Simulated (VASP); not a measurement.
# GaO (P6_3/mmc) in VASP: a series of runs, part 2 of 2

VASP 6.6.1. Earlier steps stand in the parts before.

## 3. Single point, PBE

This run uses another cell than the first one, of 14.46 Å³/atom.

INCAR

```
PREC = Accurate ; ENCUT = 520
EDIFF = 1E-6 ; ISMEAR = 0
SIGMA = 0.02 ; LREAL = F
LASPH = T ; NELM = 60
ALGO = Normal ; ISIF = 2
LWAVE = F ; LCHARG = F
GGA = PE ; NBANDS = 48
```

KPOINTS

```
regular mesh
0
Gamma
  12 12 2
```

POSCAR

```
GaO
1.0
    3.1050994117      0.0000000000      0.0000000000
   -1.5525497058      2.6890949718      0.0000000000
    0.0000000000      0.0000000000     13.8555742269
Ga O
4 4
Direct
    0.3333333333      0.6666666667      0.1595966274
    0.6666666667      0.3333333333      0.6595966274
    0.3333333333      0.6666666667      0.3404033726
    0.6666666667      0.3333333333      0.8404033726
    0.3333333333      0.6666666667      0.6071013801
    0.6666666667      0.3333333333      0.1071013801
    0.3333333333      0.6666666667      0.8928986199
    0.6666666667      0.3333333333      0.3928986199
```

Potentials or basis: VASP PAW PBE potentials, release 64 (Ga_d, O).

Command:

```sh
> cat potpaw_PBE.64/Ga_d/POTCAR potpaw_PBE.64/O/POTCAR > POTCAR
> mpirun -np 1 vasp_std > vasp.out
```

OUTCAR:

```text
PREC = Accurate
   ENCUT = 520
   EDIFF = 1E-6
   ISMEAR = 0
   LREAL = F
   LASPH = T
   NELM = 60
   ISIF = 2
   GGA = PE

 ion  position               nearest neighbor table
   1  0.333  0.667  0.160-   6 1.93   6 1.93   6 1.93   3 2.51
   2  0.667  0.333  0.660-   5 1.93   5 1.93   5 1.93   4 2.51
   3  0.333  0.667  0.340-   8 1.93   8 1.93   8 1.93   1 2.51
   4  0.667  0.333  0.840-   7 1.93   7 1.93   7 1.93   2 2.51
   5  0.333  0.667  0.607-   2 1.93   2 1.93   2 1.93
   6  0.667  0.333  0.107-   1 1.93   1 1.93   1 1.93
   7  0.333  0.667  0.893-   4 1.93   4 1.93   4 1.93
   8  0.667  0.333  0.393-   3 1.93   3 1.93   3 1.93

  LATTYP: Found a hexagonal cell.
 ALAT       =     3.1050994117
 C/A-ratio  =     4.4621998815

  Lattice vectors:

 A1 = (   3.1050994117,   0.0000000000,   0.0000000000)
 A2 = (  -1.5525497058,   2.6890949718,   0.0000000000)
 A3 = (   0.0000000000,   0.0000000000,  13.8555742269)

Analysis of symmetry for initial positions (statically):
=====================================================================
[... 194 lines left out ...]
 k-point     1 :       0.0000    0.0000    0.0000
  band No.  band energies     occupation
      1     -16.1170      2.00000
      2     -16.0497      2.00000
      3     -16.0411      2.00000
      4     -15.9726      2.00000
      5     -11.1022      2.00000
      6     -11.1022      2.00000
[... 1213 lines left out ...]
     47      12.2922      0.00000
     48      12.3156      0.00000

 [... further k-points ...]

------------------------ aborting loop because EDIFF is reached ----------------------------------------

  FORCE on cell =-STRESS in cart. coord.  units (eV):
  Direction    XX          YY          ZZ          XY          YZ          ZX
  --------------------------------------------------------------------------------------
  -------------------------------------------------------------------------------------
  Total        0.4512663      0.4512663      0.1068064      0.0000000      0.0000000     -0.0000000
  in kB        6.2493858      6.2493858      1.4791147      0.0000000      0.0000000     -0.0000000
  external PRESSURE =       4.6592954 kB  Pullay stress =       0.0000000 kB

 VOLUME and BASIS-vectors are now :
 -----------------------------------------------------------------------------
  energy-cutoff  :      520.00
  volume of cell :      115.69
      direct lattice vectors                 reciprocal lattice vectors
     3.105099412  0.000000000  0.000000000     0.322050881  0.185936163  0.000000000
    -1.552549706  2.689094972  0.000000000     0.000000000  0.371872325  0.000000000
     0.000000000  0.000000000 13.855574227     0.000000000  0.000000000  0.072173118

 POSITION                                       TOTAL-FORCE (eV/Angst)
 -----------------------------------------------------------------------------------
     -0.00000      1.79273      2.21130        -0.000000      0.000000      0.043238
      1.55255      0.89636      9.13909         0.000000     -0.000000      0.043238
     -0.00000      1.79273      4.71648        -0.000000      0.000000     -0.043238
      1.55255      0.89636     11.64427         0.000000     -0.000000     -0.043238
     -0.00000      1.79273      8.41174        -0.000000     -0.000000     -0.047398
      1.55255      0.89636      1.48395         0.000000     -0.000000     -0.047398
     -0.00000      1.79273     12.37162        -0.000000      0.000000      0.047398
      1.55255      0.89636      5.44384        -0.000000      0.000000      0.047398
 -----------------------------------------------------------------------------------
    total drift:                               -0.000000      0.000000     -0.000000

  FREE ENERGIE OF THE ION-ELECTRON SYSTEM (eV)
  ---------------------------------------------------
  free  energy   TOTEN  =       -42.9573207421 eV

  energy  without entropy=      -42.9573207421  energy(sigma->0) =      -42.95732074
```

OSZICAR:

```text
N       E                     dE             d eps       ncg     rms          rms(c)
DAV:   1     0.918390545105E+03    0.91839E+03   -0.35630E+04  4216   0.278E+03
DAV:   2     0.139341066613E+03   -0.77905E+03   -0.73386E+03  3792   0.748E+02
DAV:   3    -0.349567892265E+02   -0.17430E+03   -0.16785E+03  4256   0.230E+02
DAV:   4    -0.488809197385E+02   -0.13924E+02   -0.13801E+02  4696   0.697E+01
DAV:   5    -0.492490228647E+02   -0.36810E+00   -0.36767E+00  4408   0.114E+01    0.149E+01
DAV:   6    -0.430246193703E+02    0.62244E+01   -0.24938E+01  6232   0.477E+01    0.543E+00
DAV:   7    -0.430005735390E+02    0.24046E-01   -0.28816E+00  4024   0.109E+01    0.332E+00
DAV:   8    -0.429866797442E+02    0.13894E-01   -0.75018E-01  5456   0.522E+00    0.124E+00
DAV:   9    -0.429548259216E+02    0.31854E-01   -0.14848E-01  4928   0.398E+00    0.202E-01
DAV:  10    -0.429568348338E+02   -0.20089E-02   -0.16967E-02  4088   0.804E-01    0.696E-02
DAV:  11    -0.429573461371E+02   -0.51130E-03   -0.18132E-03  4896   0.328E-01    0.621E-02
DAV:  12    -0.429573249948E+02    0.21142E-04   -0.18735E-04  4696   0.821E-02    0.280E-02
DAV:  13    -0.429573209295E+02    0.40653E-05   -0.79935E-05  4472   0.434E-02    0.570E-03
DAV:  14    -0.429573207421E+02    0.18743E-06   -0.98643E-06  4168   0.225E-02
   1 F= -.42957321E+02 E0= -.42957321E+02  d E =-.172407E-17
```

Run time: 5.2 min. Hardware: 1 thread of Intel Xeon 8259CL, shared host; peak memory 0.32 GiB.

What came out:

```
Free energy            : -42.9573 eV
Pressure               : 0.5 GPa
Largest force          : 0.047 eV/Å
Band gap on the k mesh : 1.18 eV (least direct gap 1.34 eV)
```

Forces on the atoms (eV/Å):
```
Ga   0.000  0.000  0.043
Ga   0.000  0.000  0.043
Ga   0.000  0.000 -0.043
Ga   0.000  0.000 -0.043
O    0.000  0.000 -0.047
O    0.000  0.000 -0.047
O    0.000  0.000  0.047
O    0.000  0.000  0.047
```

Levels at points of the mesh, in eV from the valence-band top:
| k point | band 36 | band 37 | band 38 | band 39 | band 40 | band 41 |
| --- | --- | --- | --- | --- | --- | --- |
| (0.00, 0.00, 0.00) | -2.01 | -1.09 | -0.16 | 1.18 | 1.98 | 4.39 |
| (0.50, 0.00, 0.00) | -2.20 | -0.43 | -0.22 | 2.69 | 2.98 | 5.32 |
| (0.00, 0.00, 0.50) | -2.02 | -0.66 | -0.66 | 1.63 | 1.63 | 4.56 |
| (0.50, 0.00, 0.50) | -2.28 | -0.32 | -0.32 | 2.83 | 2.83 | 5.35 |

A k mesh can miss the band edges.

## 4. Single point, PBE

This run uses another cell than the first one, of 14.52 Å³/atom.

INCAR

```
SYSTEM = GaO
PREC = Accurate ; ENCUT = 520
EDIFF = 1E-6 ; ISMEAR = 0
SIGMA = 0.01 ; LREAL = .FALSE.
LASPH = .TRUE. ; NELM = 60
ALGO = Normal ; ISIF = 2
LWAVE = .FALSE. ; LCHARG = .FALSE.
GGA = PE ; NBANDS = 48
```

KPOINTS

```
Automatic mesh
0
G
  12 12 2
  0 0 0
```

POSCAR

```
GaO
1.0
    3.1046628427      0.0000000000      0.0000000000
   -1.5523314213      2.6887168920      0.0000000000
    0.0000000000      0.0000000000     13.9146021099
Ga O
4 4
Direct
    0.3333333333      0.6666666667      0.1599723233
    0.6666666667      0.3333333333      0.6599723233
    0.3333333333      0.6666666667      0.3400276767
    0.6666666667      0.3333333333      0.8400276767
    0.3333333333      0.6666666667      0.6076662279
    0.6666666667      0.3333333333      0.1076662279
    0.3333333333      0.6666666667      0.8923337721
    0.6666666667      0.3333333333      0.3923337721
```

Command:

```sh
> cat potpaw_PBE.64/Ga_d/POTCAR potpaw_PBE.64/O/POTCAR > POTCAR
> mpirun -np 1 vasp_std > vasp.out
```

Run time: 4.6 min. Hardware: 1 thread of Intel Xeon 8259CL, shared host; peak memory 0.32 GiB.

It converged, with:

- Free energy: -42.9574 eV
- Pressure: 0.5 GPa
- Largest force: 0.048 eV/Å
- Band gap on the k mesh: 1.19 eV (least direct gap 1.36 eV)

Forces on the atoms (eV/Å):
```
Ga   0.000  0.000  0.044
Ga   0.000  0.000  0.044
Ga   0.000  0.000 -0.044
Ga   0.000  0.000 -0.044
O    0.000  0.000 -0.048
O    0.000  0.000 -0.048
O    0.000  0.000  0.048
O    0.000  0.000  0.048
```

Stress tensor (GPa, compression positive):
```
0.62 0.00 0.00
0.00 0.62 0.00
0.00 0.00 0.12
```

Levels at points of the mesh, in eV from the valence-band top:
```tsv
k point	band 34	band 35	band 36	band 37	band 38	band 39	band 40	band 41	band 42	band 43
(0.00, 0.00, 0.00)	-2.03	-2.00	-2.00	-1.08	-0.17	1.19	1.98	4.39	4.73	8.57
(0.50, 0.00, 0.00)	-2.98	-2.37	-2.20	-0.42	-0.22	2.70	2.98	5.32	5.37	6.59
(0.00, 0.00, 0.50)	-2.01	-2.01	-2.01	-0.65	-0.65	1.63	1.63	4.57	4.57	8.94
(0.50, 0.00, 0.50)	-3.01	-2.28	-2.28	-0.32	-0.32	2.83	2.83	5.36	5.36	6.65
```

A k mesh can miss the band edges.

## 5. Summary

```csv
task,cell,k mesh,cutoff (eV),smearing,gap on the mesh (eV),pressure (GPa),largest force (eV/Å)
relaxation of cell and atoms,"relaxed from a = 3.074, b = 3.074, c = 13.077 Å, angles 90.0, 90.0, 120.0°, 8 atoms, atomic positions A",6 × 6 × 2,600,gaussian 0.1 eV,1.12,0.0,0.01
single point,"a = 3.105, b = 3.105, c = 13.856 Å, angles 90.0, 90.0, 120.0°, 8 atoms, atomic positions B",12 × 12 × 2,520,gaussian 0.02 eV,1.18,0.5,0.05
single point,"a = 3.105, b = 3.105, c = 13.915 Å, angles 90.0, 90.0, 120.0°, 8 atoms, atomic positions C",12 × 12 × 2,520,gaussian 0.01 eV,1.19,0.5,0.05
```

Alike in all rows: level PBE; potentials or basis VASP PAW PBE potentials, release 64 (Ga_d, O); no spin polarisation.

Absolute energies hang on the potentials; compare differences alone.
